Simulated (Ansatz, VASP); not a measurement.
HfN in VASP and in Ansatz

INCAR

```
SYSTEM = HfN
  PREC = Accurate
  ENCUT = 520
  EDIFF = 1E-6
  ISMEAR = 0
  SIGMA = 0.15
  LREAL = .FALSE.
  LASPH = .TRUE.
  NELM = 80
  ALGO = Normal
  ISIF = 2
  LWAVE = .FALSE.
  LCHARG = .FALSE.
  GGA = CA
  NBANDS = 14
```

File KPOINTS:

```
Automatic mesh
0
G
  18 18 18
  0 0 0
```

POSCAR

```
HfN
1.0
    0.0000000000      2.1892961657      2.2339756793
    2.1892961657      0.0000000000      2.2339756793
    2.1892961657      2.1892961657      0.0000000000
Hf N
1 1
Direct
    0.0000000000      0.0000000000      0.0000000000
    0.5000000000      0.5000000000      0.5000000000
```

Input for Ansatz:

```yaml
crystal:
  lattice:
    - [0.0, 2.1892961657, 2.2339756793]
    - [2.1892961657, 0.0, 2.2339756793]
    - [2.1892961657, 2.1892961657, 0.0]
  atoms:
    - { symbol: Hf, position: [0.0, 0.0, 0.0] }
    - { symbol: "N", position: [0.5, 0.5, 0.5] }
basis:
  ecutwfc: 520.0
kpoints:
  mp_grid: { grid: [18, 18, 18] }
hamiltonian:
  xc: lda
  pseudopotentials: { kind: paw, azcp: { folder: soft_1 } }
scf:
  occupations: { method: gaussian, width: 0.15 }
output:
  forces: true
  stress: true
  eigenvalues: true
```

Change from the starting cell: mode 4 frozen in at +0.000 Å, equal normal strain along x and y -0.0200.

Alike in both runs: task single point; functional LDA; k mesh 18 × 18 × 18; occupations gaussian, width 0.15 eV; no spin polarisation.

|  | VASP | Ansatz |
| --- | --- | --- |
| version | VASP 6.6.1 | Ansatz 0.2.0 |
| potentials or method | VASP PAW LDA potentials, release 64 (Hf_pv, N), cutoff 520 eV | scalar-relativistic, plane waves, PAW |
| valence electrons in the cell | 15 | 31 |

```tsv
	VASP	Ansatz	Ansatz less VASP
gap on the k mesh at the Fermi level (eV)	none	none	-
pressure (GPa)	12.5	13.6	+1.11
traceless stress, the component that is largest in VASP (GPa)	-8.67	-8.61	+0.063
```

Ansatz warns that its potentials were made for another functional, while VASP's fit it. LDA's correlation is that of Perdew and Zunger in VASP and of Perdew and Wang (1992) in Ansatz. A gap of «none» marks a metal or a gap that the smearing closes. VASP's potentials hold 15 valence electrons a cell and Ansatz's 31, so a difference there can come from the potentials and not from the codes.

Spin-orbit coupling is off throughout.
